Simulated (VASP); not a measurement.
# HPt6S12 (a cell with a defect) in VASP: single point with PBE+D3(BJ)

Aim: the single point of HPt6S12 (a cell with a defect) with PBE+D3(BJ).

All numbers are computed with VASP 6.6.1; they aren't measurements. Logs are shortened: lines on timing, memory, paths and dates and some standing lists are left out, and cuts for length are marked.

## Step 1: The cell of the first run

The cell holds a defect, 19 atoms: a = 6.206 Å, b = 6.206 Å, c = 9.325 Å, α = 90.00°, β = 90.00°, γ = 120.00°.

## Step 2: Single point, PBE+D3(BJ)

Contents of INCAR:

```
SYSTEM = HPt6S12
  ALGO = Normal
  EDIFF = 1E-6
  ENCUT = 520
  GGA = PE
  ISIF = 2
  ISMEAR = 0
  IVDW = 12
  LASPH = .True.
  LCHARG = .True.
  LELF = .True.
  LREAL = Auto
  LVHAR = .True.
  LWAVE = .False.
  NBANDS = 82
  NELM = 100
  PREC = Accurate
  SIGMA = 0.1
```

Contents of KPOINTS:

```
k-points
0
Gamma
  4 4 3
  0 0 0
```

Contents of POSCAR:

```
HPt6S12
1.0
    0.0000000000     -6.2064721004      0.0000000000
    5.3749625069      3.1032360502      0.0000000000
    0.0000000000      0.0000000000      9.3245486798
Pt S H
6 12 1
Direct
    0.6649830704      0.3329952530     -0.0073217485
    0.6708451395      0.3372159336      0.5074298138
    0.0011352730     -0.0031315567     -0.0072970824
    0.0054009768      0.0026349951      0.5073897046
    0.3244432414      0.6563193688     -0.0068396876
    0.3404692857      0.6722679452      0.5077796430
    0.3310692530      0.3298196030      0.1243115393
    0.3376924017      0.3373586323      0.6357992439
    0.6696160291      0.0014785219      0.1163897618
    0.6766893395      0.0084448961      0.6391005296
   -0.0020695571      0.6629036008      0.1243066061
    0.0055924004      0.6695510890      0.6357943107
    0.6704256777      0.6694986235      0.3774226636
    0.6631486429      0.6631073232      0.8643768483
   -0.0005245451      0.3312756131      0.3764822428
   -0.0062148456      0.3256480390      0.8587771135
    0.3377115582      1.0022406655      0.3774378923
    0.3312056483      0.9950134523      0.8643865003
   -0.2175919561      0.1141961454      0.2537311007
```

Potentials or basis: VASP PAW PBE potentials, release 64 (Pt, S, H).

Started as:

```sh
$ cat potpaw_PBE.64/Pt/POTCAR potpaw_PBE.64/S/POTCAR potpaw_PBE.64/H/POTCAR > POTCAR
$ mpirun -np 1 vasp_std > vasp.out
```

OUTCAR:

```text
SYSTEM = HPt6S12
   EDIFF = 1E-6
   ENCUT = 520
   GGA = PE
   ISIF = 2
   ISMEAR = 0
   IVDW = 12
   LASPH = .True.
   LREAL = Auto
   NELM = 100
   PREC = Accurate
 IVDW          = 12

 ion  position               nearest neighbor table
   1  0.665  0.333  0.993-   9 2.37  14 2.38  11 2.40   7 2.40  18 2.40  16 2.41
   2  0.671  0.337  0.507-   8 2.39  12 2.39  15 2.39  13 2.39  10 2.40  17 2.40
   3  0.001  0.997  0.993-   9 2.37  18 2.38   7 2.40  11 2.40  14 2.40  16 2.41
   4  0.005  0.003  0.507-  12 2.39   8 2.39  15 2.39  17 2.39  10 2.40  13 2.40
   5  0.324  0.656  0.993-  11 2.38   7 2.38  18 2.40  14 2.40  16 2.40   9 2.43
   6  0.340  0.672  0.508-  17 2.39  13 2.39  12 2.39   8 2.39  10 2.42  15 2.44
   7  0.331  0.330  0.124-   5 2.38   3 2.40   1 2.40
   8  0.338  0.337  0.636-   2 2.39   6 2.39   4 2.39
   9  0.670  0.001  0.116-  19 1.46   3 2.37   1 2.37   5 2.43
  10  0.677  0.008  0.639-   4 2.40   2 2.40   6 2.42
  11  0.998  0.663  0.124-   5 2.38   1 2.40   3 2.40
  12  0.006  0.670  0.636-   4 2.39   6 2.39   2 2.39
  13  0.670  0.669  0.377-   6 2.39   2 2.39   4 2.40
  14  0.663  0.663  0.864-   1 2.38   5 2.40   3 2.40
  15  0.999  0.331  0.376-  19 1.77   4 2.39   2 2.39   6 2.44
  16  0.994  0.326  0.859-   5 2.40   1 2.41   3 2.41
  17  0.338  0.002  0.377-   6 2.39   4 2.39   2 2.40
  18  0.331  0.995  0.864-   3 2.38   5 2.40   1 2.40
  19  0.782  0.114  0.254-   9 1.46  15 1.77

  LATTYP: Found a hexagonal cell.
 ALAT       =     6.2064721004
 C/A-ratio  =     1.5023911377

  Lattice vectors:

 A1 = (   0.0000000000,  -6.2064721004,   0.0000000000)
 A2 = (   5.3749625069,   3.1032360502,   0.0000000000)
 A3 = (   0.0000000000,   0.0000000000,   9.3245486798)

Analysis of symmetry for initial positions (statically):
=====================================================================
 Subroutine PRICEL returns:
 Original cell was already a primitive cell.

 Routine SETGRP: Setting up the symmetry group for a
 hexagonal supercell.

 Subroutine GETGRP returns: Found  1 space group operations
 (whereof  1 operations were pure point group operations)
 out of a pool of 24 trial point group operations.

The static configuration has the point symmetry C_1 .

Analysis of symmetry for dynamics (positions and initial velocities):
=====================================================================
 Subroutine PRICEL returns:
 Original cell was already a primitive cell.

 Routine SETGRP: Setting up the symmetry group for a
 hexagonal supercell.

 Subroutine GETGRP returns: Found  1 space group operations
 (whereof  1 operations were pure point group operations)
 out of a pool of 24 trial point group operations.

The dynamic configuration has the point symmetry C_1 .

 Subroutine INISYM returns: Found  1 space group operations
 (whereof  1 operations are pure point group operations),
 and found     1 'primitive' translations

----------------------------------------------------------------------------------------

                                     Primitive cell

  volume of cell :     311.0628

  direct lattice vectors                    reciprocal lattice vectors
     0.000000000 -6.206472100  0.000000000     0.093023905 -0.161122129  0.000000000
     5.374962507  3.103236050  0.000000000     0.186047809  0.000000000  0.000000000
     0.000000000  0.000000000  9.324548680     0.000000000  0.000000000  0.107243796

  length of vectors
     6.206472100  6.206472100  9.324548680     0.186047809  0.186047809  0.107243796

  position of ions in fractional coordinates (direct lattice)
     0.664983070  0.332995253  0.992678252
     0.670845140  0.337215934  0.507429814
     0.001135273  0.996868443  0.992702918
     0.005400977  0.002634995  0.507389705
     0.324443241  0.656319369  0.993160312
     0.340469286  0.672267945  0.507779643
[... 11 lines left out ...]
     0.331205648  0.995013452  0.864386500
     0.782408044  0.114196145  0.253731101

  ion indices of the primitive-cell ions
   primitive index   ion index
                 1           1
                 2           2
                 3           3
                 4           4
                 5           5
                 6           6
[... 11 lines left out ...]
                18          18
                19          19

----------------------------------------------------------------------------------------

 KPOINTS: k-points

Automatic generation of k-mesh.
 Grid dimensions read from file:
 generate k-points for:    4    4    3

 Generating k-lattice:

  Cartesian coordinates                     Fractional coordinates (reciprocal lattice)
     0.023255976 -0.040280532  0.000000000     0.250000000  0.000000000  0.000000000
     0.046511952  0.000000000  0.000000000     0.000000000  0.250000000  0.000000000
     0.000000000  0.000000000  0.035747932     0.000000000  0.000000000  0.333333333

  Length of vectors
     0.046511952  0.046511952  0.035747932

  Shift w.r.t. Gamma in fractional coordinates (k-lattice)
     0.000000000  0.000000000  0.000000000

 Subroutine IBZKPT returns following result:
 ===========================================

 Found     26 irreducible k-points:

 Following reciprocal coordinates:
            Coordinates               Weight
  0.000000  0.000000  0.000000      1.000000
  0.250000  0.000000  0.000000      2.000000
  0.000000  0.250000  0.000000      2.000000
 -0.250000  0.250000  0.000000      2.000000
  0.500000  0.000000  0.000000      1.000000
  0.000000  0.500000  0.000000      1.000000
[... 16 lines left out ...]
  0.500000  0.250000  0.333333      2.000000
 -0.250000 -0.250000  0.333333      2.000000
 [... further k-points ...]
   k-points           NKPTS =     26   k-points in BZ     NKDIM =     26   number of bands    NBANDS=     82
   number of dos      NEDOS =    301   number of ions     NIONS =     19
   total plane-waves  NPLWV = 161280
   dimension x,y,z NGX =    48 NGY =   48 NGZ =   70
   dimension x,y,z NGXF=    96 NGYF=   96 NGZF=  140
   ions per type =               6  12   1
   NGX,Y,Z   is equivalent  to a cutoff of  12.86, 12.86, 12.48 a.u.
   NGXF,Y,Z  is equivalent  to a cutoff of  25.71, 25.71, 24.96 a.u.
 SYSTEM =  HPt6S12
   PREC   = accura    normal or accurate (medium, high low for compatibility)
   ISTART =      0    job   : 0-new  1-cont  2-samecut
   ICHARG =      2    charge: 1-file 2-atom 10-const
   ISPIN  =      1    spin polarized calculation?
   LNONCOLLINEAR =      F non collinear calculations
   LSORBIT =      F    spin-orbit coupling
   LASPH  =      T    aspherical Exc in radial PAW
   ENCUT  =  520.0 eV  38.22 Ry    6.18 a.u.  11.54 11.54 17.34*2*pi/ulx,y,z
   NELM   =    100;   NELMIN=  2; NELMDL= -5     # of ELM steps
   EDIFF  = 0.1E-05   stopping-criterion for ELM
   LREAL  =      T    real-space projection
   EDIFFG = 0.1E-04   stopping-criterion for IOM
   NSW    =      0    number of steps for IOM
   IBRION =     -1    ionic relax: 0-MD 1-quasi-New 2-CG
   NFREE  =      0    steps in history (QN), initial steepest desc. (CG)
   ISIF   =      2    stress and relaxation
   ISYM   =      2    0-nonsym 1-usesym 2-fastsym
   POTIM  = 0.5000    time-step for ionic-motion
   TEBEG  =    0.0;   TEEND  =   0.0 temperature during run
   PSTRESS=    0.0 pullay stress
   NELECT =     133.0000    total number of electrons
   NUPDOWN=      -1.0000    fix difference up-down
   EMIN   =  10.00;   EMAX   =-10.00  energy-range for DOS
   EFERMI =   0.00;   METHOD = LEGACY
   ISMEAR =     0;   SIGMA  =   0.10  broadening in eV -4-tet -1-fermi 0-gaus
   EFERMI_NEDOS =   21; number of points for ismear=-14 and -15
   IALGO  =     38    algorithm
   IMIX   =      4    mixing-type and parameters
     AMIX     =   0.40;   BMIX     =  1.00
     AMIX_MAG =   1.60;   BMIX_MAG =  1.00
  volume/ion in A,a.u.               =      16.37       110.48
  Fermi-wavevector in a.u.,A,eV,Ry     =   1.233321  2.330638 20.695549  1.521080
  Thomas-Fermi vector in A             =   2.368056
   LORBIT       =      0    0 simple, 1 ext, 2 COOP (PROOUT), +10 PAW based schemes
   GGA     = PE    functional components
   LHFCALC =     F    Hartree Fock is set to
   AEXX    =    0.0000 exact exchange contribution
   IVDW    =    12    specifies the selected vdW correction
   LEPSILON=     F    determine dielectric tensor
   LRPA    =     F    only Hartree local field effects (RPA)
 non-spin polarized calculation
 Gauss-broadening in eV      SIGMA  =   0.10
  energy-cutoff  :      520.00
  volume of cell :      311.06
 maximum number of plane-waves:      8411
 NGX is ok and might be reduce to    48
   NGX = 23   NGY = 23   NGZ = 35

 number of electron     133.0000007 magnetization

 Free energy of the ion-electron system (eV)
  ---------------------------------------------------
  ext. energy  EPLUGINS =         0.00000000
  ---------------------------------------------------
  free energy    TOTEN  =       -94.19347421 eV

  energy without entropy =      -94.16486870  energy(sigma->0) =      -94.17917146

 E-fermi :   8.1883     XC(G=0): -11.0878

 val. band max:        8.1700920520   @ k =   0.2500   0.2500   0.3333
 cond. band min:       8.1908611340   @ k =   0.2500   0.2500   0.0000
 fundamental gap:      0.0207690820
 Fermi energy:         8.1882947859

 k-point     1 :       0.0000    0.0000    0.0000
  band No.  band energies     occupation
      1      -8.1060      2.00000
      2      -7.1830      2.00000
      3      -6.6228      2.00000
      4      -5.9350      2.00000
      5      -5.7164      2.00000
      6      -5.6929      2.00000
[... 70 lines left out ...]
     77      10.2612      0.00000
     78      10.3014      0.00000

 k-point     2 :       0.2500    0.0000    0.0000
  band No.  band energies     occupation
      1      -7.8748      2.00000
      2      -6.9872      2.00000
      3      -6.6211      2.00000
      4      -6.1374      2.00000
      5      -5.9380      2.00000
      6      -5.9057      2.00000
[... 70 lines left out ...]
     77       9.7541      0.00000
     78      10.0124      0.00000
[... 1699 lines left out ...]
     77      10.0248      0.00000
     78      10.1268      0.00000

 k-point    24 :      -0.2500   -0.2500    0.3333
  band No.  band energies     occupation
      1      -7.4344      2.00000
      2      -6.9590      2.00000
      3      -6.5659      2.00000
      4      -6.3705      2.00000
      5      -6.3396      2.00000
      6      -6.1515      2.00000
[... 70 lines left out ...]
     77       9.9041      0.00000
     78      10.0439      0.00000

 [... further k-points ...]

 [bands above 78 left out]

------------------------ aborting loop because EDIFF is reached ----------------------------------------

 Edisp (eV)   -8.29583

 E8    (eV) :    -3.3126

  FORCE on cell =-STRESS in cart. coord.  units (eV):
  Direction    XX          YY          ZZ          XY          YZ          ZX
  --------------------------------------------------------------------------------------
  -------------------------------------------------------------------------------------
  Total       3.66497     1.96188     1.39885    -1.48916    -0.61958     1.07639
  in kB      18.87698    10.10497     7.20497    -7.67016    -3.19122     5.54411
  external pressure =       12.06 kB  Pullay stress =        0.00 kB

 VOLUME and BASIS-vectors are now :
 -----------------------------------------------------------------------------
  energy-cutoff  :      520.00
  volume of cell :      311.06
      direct lattice vectors                 reciprocal lattice vectors
     0.000000000 -6.206472100  0.000000000     0.093023905 -0.161122129  0.000000000
     5.374962507  3.103236050  0.000000000     0.186047809  0.000000000  0.000000000
     0.000000000  0.000000000  9.324548680     0.000000000  0.000000000  0.107243796

 POSITION                                       TOTAL-FORCE (eV/Angst)
 -----------------------------------------------------------------------------------
      1.78984     -3.09384      9.25628        -0.015025      0.005006     -0.003262
      1.81252     -3.11712      4.73155         0.001128      0.001578     -0.002335
      5.35813      3.08647      9.25651        -0.017842      0.007794     -0.006382
      0.01416     -0.02534      4.73118        -0.001255     -0.005726      0.003205
      3.52769      0.02307      9.26077        -0.029106      0.020677     -0.020199
      3.61342     -0.02691      4.73482         0.006942     -0.002104      0.001911
[... 11 lines left out ...]
      5.34816      1.03214      8.06001        -0.014420      0.008748      0.044256
      0.61380     -4.50162      2.36593         0.164264     -0.093849     -0.020070
 -----------------------------------------------------------------------------------
    total drift:                                0.005542     -0.005810     -0.003022

  FREE ENERGIE OF THE ION-ELECTRON SYSTEM (eV)
  ---------------------------------------------------
  free  energy   TOTEN  =      -102.4893074622 eV

  energy  without entropy=     -102.4607019499  energy(sigma->0) =     -102.47500471
```

It took 13 min on 1 thread of Intel Xeon 6975P-C (Granite Rapids), shared host; peak memory 0.66 GiB.

What came out:

| Quantity | Value |
| --- | --- |
| Free energy | -102.4893 eV |
| Pressure | 1.2 GPa |
| Largest force | 0.190 eV/Å |
| Band gap on the k mesh | zero (an odd number of electrons rules out a gap without spin polarisation) |
| Dispersion energy per atom | -0.437 eV |

Forces on the atoms (eV/Å):
```
Pt  -0.015  0.005 -0.003
Pt   0.001  0.002 -0.002
Pt  -0.018  0.008 -0.006
Pt  -0.001 -0.006  0.003
Pt  -0.029  0.021 -0.020
Pt   0.007 -0.002  0.002
S   -0.013  0.009 -0.052
S   -0.002  0.002 -0.041
S    0.009 -0.005  0.035
S    0.014 -0.005 -0.020
S   -0.013  0.006 -0.052
S   -0.004  0.002 -0.040
S   -0.005  0.003  0.042
S   -0.015  0.008  0.045
S   -0.029  0.017  0.022
S   -0.032  0.018  0.024
S   -0.004  0.002  0.040
S   -0.014  0.009  0.044
H    0.164 -0.094 -0.020
```

Caveat: spin-orbit coupling is left out, which moves the levels of the heavy elements.

The gap in the log of VASP goes by the Fermi energy; the results here count the filled bands.